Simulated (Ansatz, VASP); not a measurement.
## Two plane-wave programs on SnSe

```
Sn Se
1.0
     0.00000    2.94855    2.94855
     2.94855    0.00000    2.94855
     2.94855    2.94855    0.00000
Sn Se
1 1
Direct
  0.00000 0.00000 0.00000
  0.50000 0.50000 0.50000
```

Change from the starting cell: volume scaled by 0.94, ions relaxed.

Alike in both runs: functional PBE; k mesh 13 × 13 × 13; occupations fermi-dirac, width 0.02 eV; no spin polarisation.

Ansatz relaxed the structure, and its values are those at the end. VASP's run is a single point on that final structure, the one shown.

|  | VASP | Ansatz |
| --- | --- | --- |
| version | VASP 6.6.1 | Ansatz 0.2.0 |
| potentials or method | VASP PAW PBE potentials, release 64 (Sn_d, Se) | plane-wave PAW, scalar-relativistic |
| plane-wave cutoff (eV) | 500 | 420 |
| valence electrons in the cell | 20 | 30 |

|  | VASP | Ansatz | Ansatz less VASP |
| --- | --- | --- | --- |
| pressure (GPa) | 4.8 | 4.8 | +0.01 |

The functional is the same, so the differences come from potentials, cutoffs and numerics. VASP's potentials hold 20 valence electrons a cell and Ansatz's 30, so a difference there can come from the potentials and not from the codes. Ansatz's warnings: stress scf threshold loose.
